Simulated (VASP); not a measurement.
Cs3Hf:

```
Cs Hf
1.0
     5.34154    0.00000    0.00000
     0.00000    5.34154    0.00000
     0.00000    0.00000    5.34154
Cs Hf
3 1
Direct
  0.00000 0.50000 0.50000
  0.50000 0.00000 0.50000
  0.50000 0.50000 0.00000
  0.00000 0.00000 0.00000
```

```yaml
Program: VASP 6.6.1
Task: relaxation of cell and atoms
Functional: PBE
Potentials_or_basis: VASP PAW PBE potentials, release 64 (Cs_sv, Hf_pv)
Cutoff: 600 eV
k_mesh: 4 × 4 × 4
Occupations: gaussian, width 0.1 eV
Spin: no spin polarisation
```

At the start: pressure 4.5 GPa; volume 38.10 Å³/atom.

Where does the relaxation end?

Over 5 steps the energy falls by 242.9 meV/atom and the volume is 63.84 Å³/atom (+67.6 %); space group Pm-3m (No. 221, to 0.1 Å) before and after.

Step by step:
| step | energy change (eV) | largest force (eV/Å) | pressure (GPa) | volume (Å³) |
| --- | --- | --- | --- | --- |
| 1 | 0.0000 | 0.0000 | 4.51 | 152.40 |
| 2 | -0.5211 | 0.0000 | 2.42 | 177.28 |
| 3 | -0.9203 | 0.0000 | 0.58 | 224.60 |
| 4 | -0.9687 | 0.0000 | 0.12 | 247.49 |
| 5 | -0.9715 | 0.0000 | 0.00 | 255.36 |

Final structure:
```yaml
crystal:
  lattice:
    - [6.34431, 0.00000, 0.00000]
    - [0.00000, 6.34431, 0.00000]
    - [0.00000, 0.00000, 6.34431]
  atoms:
    - { symbol: Cs, position: [0.00000, 0.50000, 0.50000] }
    - { symbol: Cs, position: [0.50000, 0.00000, 0.50000] }
    - { symbol: Cs, position: [0.50000, 0.50000, 0.00000] }
    - { symbol: Hf, position: [0.00000, 0.00000, 0.00000] }
```

Caveat: the volume moved by over 15 % at a fixed basis, so the end points are rough; the highest band is partly filled, so the run has too few bands.
